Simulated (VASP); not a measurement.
# InAs4 (P4/mmm) in VASP: further runs

The runs below take InAs4 through relaxation of cell and atoms, single point, with PBE+D3(BJ).

Everything below comes from runs of VASP 6.6.1. Logs are shortened: lines on timing, memory, paths and dates and some standing lists are left out, and cuts for length are marked.

## Step 1: The cell of the first run

Symmetry: P4/mmm, No. 123, tetragonal system. Conventional cell: a = 5.391 Å, b = 5.391 Å, c = 4.248 Å, α = 90.00°, β = 90.00°, γ = 90.00°. In (site symmetry 4/mmm) has 8 As at 2.94 Å within 3.9 Å. As (site symmetry m2m) has 4 As at 2.52 to 2.87 Å and 2 In at 2.94 Å within 3.3 Å.

## Step 2: Relaxation of cell and atoms, PBE+D3(BJ)

Input file INCAR:

```
SYSTEM = InAs4
ALGO = Normal
EDIFF = 1E-6
EDIFFG = -0.01
ENCUT = 600
GGA = PE
IBRION = 2
ISIF = 3
ISMEAR = 0
IVDW = 12
LASPH = .True.
LCHARG = .False.
LREAL = .False.
LWAVE = .False.
NELM = 80
NSW = 100
PREC = Accurate
SIGMA = 0.1
```

Input file KPOINTS:

```
k-points
0
Gamma
  8 8 10
  0 0 0
```

Input file POSCAR:

```
InAs4
1.0
    5.3909664589      0.0000000000      0.0000000000
    0.0000000000      5.3909664589      0.0000000000
    0.0000000000      0.0000000000      4.2476081593
In As
1 4
Direct
    0.5000000000      0.5000000000      0.5000000000
    0.2336774560      0.2336774560      0.0000000000
    0.2336774560      0.7663225440      0.0000000000
    0.7663225440      0.2336774560      0.0000000000
    0.7663225440      0.7663225440      0.0000000000
```

Potentials or basis: VASP PAW PBE potentials, release 64 (In_d, As).

The run is started by

```bash
$ cat potpaw_PBE.64/In_d/POTCAR potpaw_PBE.64/As/POTCAR > POTCAR
$ mpirun -np 1 vasp_std > vasp.out
```

OUTCAR:

```text
SYSTEM = InAs4
   EDIFF = 1E-6
   EDIFFG = -0.01
   ENCUT = 600
   GGA = PE
   IBRION = 2
   ISIF = 3
   ISMEAR = 0
   IVDW = 12
   LASPH = .True.
   LREAL = .False.
   NELM = 80
   NSW = 100
   PREC = Accurate
 IVDW          = 12

 ion  position               nearest neighbor table
   1  0.500  0.500  0.500-   2 2.94   3 2.94   4 2.94   5 2.94   2 2.94   3 2.94   4 2.94   5 2.94

   2  0.234  0.234  0.000-   3 2.52   4 2.52   4 2.87   3 2.87   1 2.94   1 2.94
   3  0.234  0.766  0.000-   2 2.52   5 2.52   5 2.87   2 2.87   1 2.94   1 2.94
   4  0.766  0.234  0.000-   2 2.52   5 2.52   5 2.87   2 2.87   1 2.94   1 2.94
   5  0.766  0.766  0.000-   3 2.52   4 2.52   4 2.87   3 2.87   1 2.94   1 2.94

  LATTYP: Found a simple tetragonal cell.
 ALAT       =     5.3909664589
 C/A-ratio  =     0.7879121845

  Lattice vectors:

 A1 = (   5.3909664589,   0.0000000000,   0.0000000000)
 A2 = (   0.0000000000,   5.3909664589,   0.0000000000)
 A3 = (   0.0000000000,   0.0000000000,   4.2476081593)

Analysis of symmetry for initial positions (statically):
=====================================================================
 Subroutine PRICEL returns:
 Original cell was already a primitive cell.

 Routine SETGRP: Setting up the symmetry group for a
 simple tetragonal supercell.

 Subroutine GETGRP returns: Found 16 space group operations
 (whereof 16 operations were pure point group operations)
 out of a pool of 16 trial point group operations.

The static configuration has the point symmetry D_4h.

Analysis of symmetry for dynamics (positions and initial velocities):
=====================================================================
 Subroutine PRICEL returns:
 Original cell was already a primitive cell.

 Routine SETGRP: Setting up the symmetry group for a
 simple tetragonal supercell.

 Subroutine GETGRP returns: Found 16 space group operations
 (whereof 16 operations were pure point group operations)
 out of a pool of 16 trial point group operations.

The dynamic configuration has the point symmetry D_4h.

 Subroutine INISYM returns: Found 16 space group operations
 (whereof 16 operations are pure point group operations),
 and found     1 'primitive' translations

----------------------------------------------------------------------------------------

                                     Primitive cell

  volume of cell :     123.4462

  direct lattice vectors                    reciprocal lattice vectors
     5.390966459  0.000000000  0.000000000     0.185495497  0.000000000  0.000000000
     0.000000000  5.390966459  0.000000000     0.000000000  0.185495497  0.000000000
     0.000000000  0.000000000  4.247608159     0.000000000  0.000000000  0.235426612

  length of vectors
     5.390966459  5.390966459  4.247608159     0.185495497  0.185495497  0.235426612

  position of ions in fractional coordinates (direct lattice)
     0.500000000  0.500000000  0.500000000
     0.233677456  0.233677456  0.000000000
     0.233677456  0.766322544  0.000000000
     0.766322544  0.233677456  0.000000000
     0.766322544  0.766322544  0.000000000

  ion indices of the primitive-cell ions
   primitive index   ion index
                 1           1
                 2           2
                 3           3
                 4           4
                 5           5

----------------------------------------------------------------------------------------

 KPOINTS: k-points

Automatic generation of k-mesh.
 Grid dimensions read from file:
 generate k-points for:    8    8   10

 Generating k-lattice:

  Cartesian coordinates                     Fractional coordinates (reciprocal lattice)
     0.023186937  0.000000000  0.000000000     0.125000000  0.000000000  0.000000000
     0.000000000  0.023186937  0.000000000     0.000000000  0.125000000  0.000000000
     0.000000000  0.000000000  0.023542661     0.000000000  0.000000000  0.100000000

  Length of vectors
     0.023186937  0.023186937  0.023542661

  Shift w.r.t. Gamma in fractional coordinates (k-lattice)
     0.000000000  0.000000000  0.000000000

 Subroutine IBZKPT returns following result:
 ===========================================

 Found     90 irreducible k-points:

 Following reciprocal coordinates:
            Coordinates               Weight
  0.000000  0.000000  0.000000      1.000000
  0.125000  0.000000  0.000000      4.000000
  0.250000  0.000000  0.000000      4.000000
  0.375000  0.000000  0.000000      4.000000
  0.500000  0.000000  0.000000      2.000000
  0.125000  0.125000  0.000000      4.000000
[... 16 lines left out ...]
  0.375000  0.125000  0.100000     16.000000
  0.500000  0.125000  0.100000      8.000000
 [... further k-points ...]
   k-points           NKPTS =     90   k-points in BZ     NKDIM =     90   number of bands    NBANDS=     20
   number of dos      NEDOS =    301   number of ions     NIONS =      5
   total plane-waves  NPLWV =  82944
   dimension x,y,z NGX =    48 NGY =   48 NGZ =   36
   dimension x,y,z NGXF=    96 NGYF=   96 NGZF=   72
   ions per type =               1   4
   NGX,Y,Z   is equivalent  to a cutoff of  14.80, 14.80, 14.09 a.u.
   NGXF,Y,Z  is equivalent  to a cutoff of  29.60, 29.60, 28.18 a.u.
 SYSTEM =  InAs4
   PREC   = accura    normal or accurate (medium, high low for compatibility)
   ISTART =      0    job   : 0-new  1-cont  2-samecut
   ICHARG =      2    charge: 1-file 2-atom 10-const
   ISPIN  =      1    spin polarized calculation?
   LNONCOLLINEAR =      F non collinear calculations
   LSORBIT =      F    spin-orbit coupling
   LASPH  =      T    aspherical Exc in radial PAW
   ENCUT  =  600.0 eV  44.10 Ry    6.64 a.u.  10.77 10.77  8.48*2*pi/ulx,y,z
   NELM   =     80;   NELMIN=  2; NELMDL= -5     # of ELM steps
   EDIFF  = 0.1E-05   stopping-criterion for ELM
   LREAL  =      F    real-space projection
   EDIFFG = -.1E-01   stopping-criterion for IOM
   NSW    =    100    number of steps for IOM
   IBRION =      2    ionic relax: 0-MD 1-quasi-New 2-CG
   NFREE  =      1    steps in history (QN), initial steepest desc. (CG)
   ISIF   =      3    stress and relaxation
   ISYM   =      2    0-nonsym 1-usesym 2-fastsym
   POTIM  = 0.5000    time-step for ionic-motion
   TEBEG  =    0.0;   TEEND  =   0.0 temperature during run
   PSTRESS=    0.0 pullay stress
   NELECT =      33.0000    total number of electrons
   NUPDOWN=      -1.0000    fix difference up-down
   EMIN   =  10.00;   EMAX   =-10.00  energy-range for DOS
   EFERMI =   0.00;   METHOD = LEGACY
   ISMEAR =     0;   SIGMA  =   0.10  broadening in eV -4-tet -1-fermi 0-gaus
   EFERMI_NEDOS =   21; number of points for ismear=-14 and -15
   IALGO  =     38    algorithm
   IMIX   =      4    mixing-type and parameters
     AMIX     =   0.40;   BMIX     =  1.00
     AMIX_MAG =   1.60;   BMIX_MAG =  1.00
  volume/ion in A,a.u.               =      24.69       166.61
  Fermi-wavevector in a.u.,A,eV,Ry     =   1.054598  1.992901 15.132084  1.112177
  Thomas-Fermi vector in A             =   2.189764
   LORBIT       =      0    0 simple, 1 ext, 2 COOP (PROOUT), +10 PAW based schemes
   GGA     = PE    functional components
   LHFCALC =     F    Hartree Fock is set to
   AEXX    =    0.0000 exact exchange contribution
   IVDW    =    12    specifies the selected vdW correction
   LEPSILON=     F    determine dielectric tensor
   LRPA    =     F    only Hartree local field effects (RPA)
 conjugate gradient relaxation of ions
 non-spin polarized calculation
 Gauss-broadening in eV      SIGMA  =   0.10
  energy-cutoff  :      600.00
  volume of cell :      123.45
 maximum number of plane-waves:      4157
 NGX is ok and might be reduce to    48
   NGX = 21   NGY = 21   NGZ = 17

--------------------------------------- Ionic step        1  -------------------------------------------

 number of electron      33.0000007 magnetization

 Free energy of the ion-electron system (eV)
  ---------------------------------------------------
  ext. energy  EPLUGINS =         0.00000000
  ---------------------------------------------------
  free energy    TOTEN  =       -19.94929209 eV

  energy without entropy =      -19.93467034  energy(sigma->0) =      -19.94198122

------------------------ aborting loop because EDIFF is reached ----------------------------------------

 Edisp (eV)   -1.77485

 E8    (eV) :    -0.7713
[... 114 lines left out ...]
  FREE ENERGIE OF THE ION-ELECTRON SYSTEM (eV)
  ---------------------------------------------------
  free  energy   TOTEN  =       -21.7593314743 eV

  energy  without entropy=      -21.7479670145  energy(sigma->0) =      -21.75364924

 E-fermi :   4.5844     XC(G=0):  -9.4619

 val. band max:        4.5795093447   @ k =   0.0000   0.0000   0.2000
 cond. band min:       4.5859686798   @ k =   0.5000   0.3750   0.2000
 fundamental gap:      0.0064593352
 Fermi energy:         4.5844161428

 k-point     1 :       0.0000    0.0000    0.0000
  band No.  band energies     occupation
      1     -10.0778      2.00000
      2     -10.0092      2.00000
      3     -10.0092      2.00000
      4      -9.9918      2.00000
      5      -9.9522      2.00000
      6      -9.2018      2.00000
[... 541 lines left out ...]
     19       6.0915      0.00000
     20       6.7336      0.00000

 [... further k-points ...]

[... ionic steps 4 to 10 ...]

--------------------------------------- Ionic step       11  -------------------------------------------

 number of electron      33.0000002 magnetization

------------------------ aborting loop because EDIFF is reached ----------------------------------------
[... 81 lines left out ...]
--------------------------------------- Ionic step       13  -------------------------------------------

 number of electron      33.0000001 magnetization

 Free energy of the ion-electron system (eV)
  ---------------------------------------------------
  ext. energy  EPLUGINS =         0.00000000
  ---------------------------------------------------
  free energy    TOTEN  =       -20.03822209 eV

  energy without entropy =      -20.02515132  energy(sigma->0) =      -20.03168670

 E-fermi :   4.8983     XC(G=0):  -9.6348

 val. band max:        4.8961813661   @ k =   0.2500   0.0000   0.4000
 cond. band min:       4.9000558524   @ k =   0.5000   0.0000   0.4000
 fundamental gap:      0.0038744863
 Fermi energy:         4.8983040022

 k-point     1 :       0.0000    0.0000    0.0000
  band No.  band energies     occupation
      1      -9.8253      2.00000
      2      -9.7434      2.00000
      3      -9.7401      2.00000
      4      -9.7401      2.00000
      5      -9.6861      2.00000
      6      -8.9796      2.00000
[... 541 lines left out ...]
     19       6.6560      0.00000
     20       7.5303      0.00000

 [... further k-points ...]

------------------------ aborting loop because EDIFF is reached ----------------------------------------

 Edisp (eV)   -1.85148

 E8    (eV) :    -0.8082
[... 28 lines left out ...]
  FREE ENERGIE OF THE ION-ELECTRON SYSTEM (eV)
  ---------------------------------------------------
  free  energy   TOTEN  =       -21.8897018976 eV

  energy  without entropy=      -21.8766311211  energy(sigma->0) =      -21.88316651

 reached required accuracy - stopping structural energy minimisation
```

It took 12 min on 1 thread of Intel Xeon 6975P-C (Granite Rapids), shared host; peak memory 0.48 GiB.

What came out:

- Free energy: -21.8897 eV
- Relaxed volume: 23.99 Å³/atom
- Relaxed cell: a = 5.640 Å, b = 5.640 Å, c = 3.771 Å, α = 90.00°, β = 90.00°, γ = 90.00°
- Space group after relaxing (to 0.05 Å): P4/mmm (No. 123)
- Energy gained by relaxing: 33.1 meV/atom
- Ionic steps: 13
- Pressure after relaxing: 0.0 GPa
- Dispersion energy per atom: -0.370 eV

Stress tensor (GPa, compression positive):
```
 0.02  0.00  0.00
 0.00  0.02  0.00
 0.00  0.00 -0.06
```

Step by step:
```csv
step,energy change (eV),largest force (eV/Å),pressure (GPa),volume (Å³)
1,0.0000,0.2346,0.76,123.45
2,-0.0307,0.2620,-0.70,125.55
3,-0.0352,0.2695,-1.39,126.62
4,-0.0578,0.2218,-1.25,125.88
5,-0.1148,0.0577,-0.69,123.61
6,-0.1326,0.4390,1.65,118.81
7,-0.1466,0.1594,0.31,121.16
8,-0.1478,0.2014,0.54,120.73
9,-0.1627,0.1057,-0.07,120.76
10,-0.1628,0.0959,-0.17,120.75
11,-0.1628,0.0999,-0.13,120.75
12,-0.1648,0.0522,-0.08,120.38
13,-0.1656,0.0012,0.00,119.95
```

Final structure:
```xyz
5
Lattice="5.6402 0.0000 0.0000 0.0000 5.6402 0.0000 0.0000 0.0000 3.7707" Properties=species:S:1:pos:R:3 pbc="T T T"
In    2.8201    2.8201    1.8854
As    1.2402    1.2402    0.0000
As    1.2402    4.4000    0.0000
As    4.4000    1.2402    0.0000
As    4.4000    4.4000    0.0000
```

Levels at points of the mesh, in eV from the Fermi level:
```
           k point  band 13  band 14  band 15  band 16  band 17  band 18  band 19  band 20
(0.00, 0.00, 0.00)    -3.71    -2.09    -0.10     0.77     0.77     2.92     3.26     4.13
(0.50, 0.00, 0.00)    -1.18    -1.17    -0.88    -0.23     1.13     1.49     1.92     2.24
(0.50, 0.50, 0.00)    -2.01    -1.92    -0.77     0.10     0.10     0.12     0.36     0.36
(0.00, 0.00, 0.50)    -2.82    -2.82    -2.70    -2.70    -1.28     0.58     2.62     3.05
(0.50, 0.00, 0.50)    -4.53    -2.26    -1.85    -1.43    -0.25     0.03     0.63     2.26
(0.50, 0.50, 0.50)    -3.47    -2.15    -1.62    -0.88    -0.88     0.03     0.80     0.80
```

Caveat: spin-orbit coupling is left out, which moves the levels of the heavy elements; pairwise dispersion overbinds metals, which lowers pressure and volume.

## Step 3: Relaxation of cell and atoms, PBE+D3(BJ)

This run uses another cell than the first one, of 22.14 Å³/atom, 0.897 times its volume.

Input file INCAR:

```
SYSTEM = InAs4
PREC = Accurate
ENCUT = 600
EDIFF = 1E-6
ISMEAR = 0
SIGMA = 0.1
LREAL = .False.
LASPH = .True.
NELM = 60
ALGO = Normal
ISIF = 3
LWAVE = .False.
LCHARG = .False.
GGA = PE
IVDW = 12
IBRION = 2
NSW = 90
EDIFFG = -0.04
```

Input file KPOINTS:

```
Automatic mesh
0
Gamma
  4 4 4
  0 0 0
```

Input file POSCAR:

```
InAs4
1.0
    5.3327113000      0.0000000000      0.0000000000
    0.0000000000      5.3327113000      0.0000000000
    0.0000000000      0.0000000000      3.8932627800
In As
1 4
Direct
    0.5000000000      0.5000000000      0.5000000000
    0.2500000000      0.2500000000      0.0000000000
    0.2500000000      0.7500000000      0.0000000000
    0.7500000000      0.2500000000      0.0000000000
    0.7500000000      0.7500000000      0.0000000000
```

Potentials or basis: VASP PAW PBE potentials, release 64 (In_d, As).

The run is started by

```bash
$ cat potpaw_PBE.64/In_d/POTCAR potpaw_PBE.64/As/POTCAR > POTCAR
$ mpirun -np 1 vasp_std > vasp.out
```

It took 6.5 min on 1 thread of Intel Xeon 6975P-C, shared host; peak memory 0.3 GiB.

Results (log left out):

```yaml
Free_energy: -21.8240 eV
Relaxed_volume: 24.90 Å³/atom
Relaxed_cell: a = 5.399 Å, b = 5.399 Å, c = 4.271 Å, α = 90.00°, β = 90.00°, γ = 90.00°
Space_group_after_relaxing_to_0.05_Å: P4/mmm (No. 123)
Energy_gained_by_relaxing: 142.6 meV/atom
Ionic_steps: 9
Pressure_after_relaxing: -0.1 GPa
Largest_force_after_relaxing: 0.039 eV/Å
Dispersion_energy_per_atom: -0.352 eV
```

Forces in eV/Å, atoms in the order of the input:
```
In   0.000  0.000  0.000
As  -0.027 -0.027  0.000
As  -0.027  0.027  0.000
As   0.027 -0.027  0.000
As   0.027  0.027  0.000
```

Stress tensor (GPa, compression positive):
```
-0.11  0.00  0.00
 0.00 -0.11  0.00
 0.00  0.00 -0.20
```

Step by step:
```
step  energy change (eV)  largest force (eV/Å)  pressure (GPa)  volume (Å³)
   1              0.0000                1.6898            8.82       110.72
   2             -0.5054                0.3728           -3.98       131.39
   3             -0.5566                0.4350           -1.76       125.64
   4             -0.6875                0.2953           -0.14       123.56
   5             -0.7042                0.1662            0.76       122.63
   6             -0.7042                0.1477            0.86       122.55
   7             -0.7115                0.0223            0.04       124.54
   8             -0.7117                0.0025            0.14       124.25
   9             -0.7128                0.0388           -0.14       124.52
```

Final structure:
```
In As
1.0
     5.39919    0.00000    0.00000
     0.00000    5.39919    0.00000
     0.00000    0.00000    4.27144
In As
1 4
Direct
  0.50000 0.50000 0.50000
  0.23480 0.23480 0.00000
  0.23480 0.76520 0.00000
  0.76520 0.23480 0.00000
  0.76520 0.76520 0.00000
```

Levels at points of the mesh, in eV from the Fermi level:
```tsv
k point	band 13	band 14	band 15	band 16	band 17	band 18	band 19	band 20
(0.00, 0.00, 0.00)	-3.56	-3.48	-1.18	-0.04	-0.04	2.41	3.03	3.59
(0.50, 0.00, 0.00)	-2.08	-1.97	-1.63	0.27	0.67	0.85	1.20	1.89
(0.50, 0.50, 0.00)	-1.37	-1.37	-1.21	-0.71	-0.67	-0.67	0.37	0.44
(0.00, 0.00, 0.50)	-3.07	-3.07	-2.45	-2.45	-0.56	1.34	2.98	3.17
(0.50, 0.00, 0.50)	-4.27	-1.70	-1.64	-0.75	-0.60	0.93	1.26	2.48
(0.50, 0.50, 0.50)	-2.74	-1.35	-0.68	-0.68	-0.61	0.22	0.51	0.70
```

Caveat: the k points lie up to 0.37 Å⁻¹ apart in the final cell; spin-orbit coupling is left out, which moves the levels of the heavy elements; pairwise dispersion overbinds metals, which lowers pressure and volume.

## Step 4: Single point, PBE+D3(BJ)

This run uses another cell than the first one, of 23.95 Å³/atom, 0.970 times its volume.

Input file INCAR:

```
  ALGO = Normal
  EDIFF = 1E-7
  ENCUT = 520
  GGA = PE
  ISIF = 2
  ISMEAR = 0
  IVDW = 12
  LASPH = T
  LCHARG = F
  LREAL = F
  LWAVE = F
  NBANDS = 24
  NELM = 100
  PREC = Accurate
  SIGMA = 0.1
```

Input file KPOINTS:

```
k-points
0
Gamma
  8 8 10
```

Input file POSCAR:

```
InAs4
1.0
    5.6405069057      0.0000000000      0.0000000000
    0.0000000000      5.6405069057      0.0000000000
    0.0000000000      0.0000000000      3.7641598919
In As
1 4
Direct
    0.5000000000      0.5000000000      0.5000000000
    0.2193056160      0.2193056160      0.0000000000
    0.2193056160      0.7806943840      0.0000000000
    0.7806943840      0.2193056160      0.0000000000
    0.7806943840      0.7806943840      0.0000000000
```

The run is started by

```bash
$ cat potpaw_PBE.64/In_d/POTCAR potpaw_PBE.64/As/POTCAR > POTCAR
$ mpirun -np 1 vasp_std > vasp.out
```

Wall time 4.2 min (1 thread of Intel Xeon 6975P-C, shared host); peak memory 0.38 GiB.

It converged, with:

```
Free energy                : -21.8893 eV
Pressure                   : 0.2 GPa
Largest force              : 0.047 eV/Å
Dispersion energy per atom : -0.371 eV
```

Forces on the atoms (eV/Å):
```
In   0.000  0.000  0.000
As   0.033  0.033  0.000
As   0.033 -0.033  0.000
As  -0.033  0.033  0.000
As  -0.033 -0.033  0.000
```

Stress tensor (GPa, compression positive):
```
0.25 0.00 0.00
0.00 0.25 0.00
0.00 0.00 0.01
```

Levels at points of the mesh, in eV from the Fermi level:
```tsv
k point	band 15	band 16	band 17	band 18	band 19	band 20
(0.00, 0.00, 0.00)	-0.11	0.77	0.77	2.94	3.27	4.13
(0.50, 0.00, 0.00)	-0.85	-0.25	1.14	1.51	1.94	2.26
(0.50, 0.50, 0.00)	-0.79	0.10	0.10	0.16	0.37	0.37
(0.00, 0.00, 0.50)	-2.69	-2.69	-1.31	0.57	2.60	3.04
(0.50, 0.00, 0.50)	-1.85	-1.46	-0.22	0.01	0.61	2.24
(0.50, 0.50, 0.50)	-1.65	-0.89	-0.89	0.05	0.81	0.81
```

Caveat: spin-orbit coupling is left out, which moves the levels of the heavy elements; pairwise dispersion overbinds metals, which lowers pressure and volume.

## Step 5: Summary

```csv
task,cell,k mesh,cutoff (eV),gap on the mesh (eV),pressure (GPa),relaxed volume (Å³/atom),largest force (eV/Å)
relaxation of cell and atoms,"relaxed from a = 5.391, b = 5.391, c = 4.248 Å, 5 atoms",8 × 8 × 10,600,none,0.0,23.99,-
relaxation of cell and atoms,"relaxed from a = 5.333, b = 5.333, c = 3.893 Å, 5 atoms",4 × 4 × 4,600,none,-0.1,24.90,0.04
single point,"a = 5.641, b = 5.641, c = 3.764 Å, 5 atoms",8 × 8 × 10,520,none,0.2,-,0.05
```

Alike in all rows: level PBE+D3(BJ); potentials or basis VASP PAW PBE potentials, release 64 (In_d, As); no spin polarisation; smearing gaussian 0.1 eV.

Caveats: some runs use coarse meshes; spin-orbit coupling is left out, which moves the levels of the heavy elements; pairwise dispersion overbinds metals, which lowers pressure and volume.

Absolute energies hang on the potentials; compare differences alone.
